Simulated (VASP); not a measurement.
A run of VASP 6.6.1 is set up as follows.

File POSCAR:

```
Ni
1.0
    2.4062875683      0.0000000000      0.0000000000
   -1.2031437841      2.0839061629      0.0000000000
    0.0000000000      0.0000000000      4.0340999432
Ni
2
Direct
    0.3333333333      0.6666666667      0.2500000000
    0.6666666667      0.3333333333      0.7500000000
```

INCAR.step1

```
PREC = Accurate
ENCUT = 520
ISMEAR = -1
SIGMA = 0.05
LREAL = F
LASPH = T
NELM = 150
ISPIN = 2
MAGMOM = 0.762 0.762
LMAXMIX = 4
NBANDS = 21
GGA = PE
ALGO = Normal
EDIFF = 1E-4
LWAVE = T
LCHARG = F
```

File INCAR.step2:

```
PREC = Accurate
ENCUT = 520
EDIFF = 1E-6
ISMEAR = -1
SIGMA = 0.05
LREAL = F
LASPH = T
NELM = 150
ALGO = Normal
ISIF = 2
LWAVE = F
LCHARG = F
ISPIN = 2
MAGMOM = 0.762 0.762
LORBIT = 11
LMAXMIX = 4
METAGGA = R2SCAN
LMIXTAU = T
NBANDS = 21
ISTART = 1
```

The input KPOINTS:

```
Automatic mesh
0
Gamma
  17 17 9
```

Potentials or basis: VASP PAW PBE potentials, release 64 (Ni).

Command:

```sh
$ cat potpaw_PBE.64/Ni/POTCAR > POTCAR
$ cp INCAR.step1 INCAR
$ mpirun -np 1 vasp_std > vasp.out
$ cp INCAR.step2 INCAR
$ mpirun -np 1 vasp_std > vasp.out
```

**Question.** Estimate the site moments.

**Answer.** Ni +0.69 μB.

**Question.** Predict the net moment.

**Answer.** 1.35 μB per cell.

**Question.** Estimate the pressure.

**Answer.** 10.2 GPa.

Stress tensor (GPa, compression positive):
```
11.16  0.00  0.00
 0.00 11.16  0.00
 0.00  0.00  8.30
```

Caveat: the cell stands under pressure; the PAW data sets were made with another functional, which shifts forces and pressure a little.
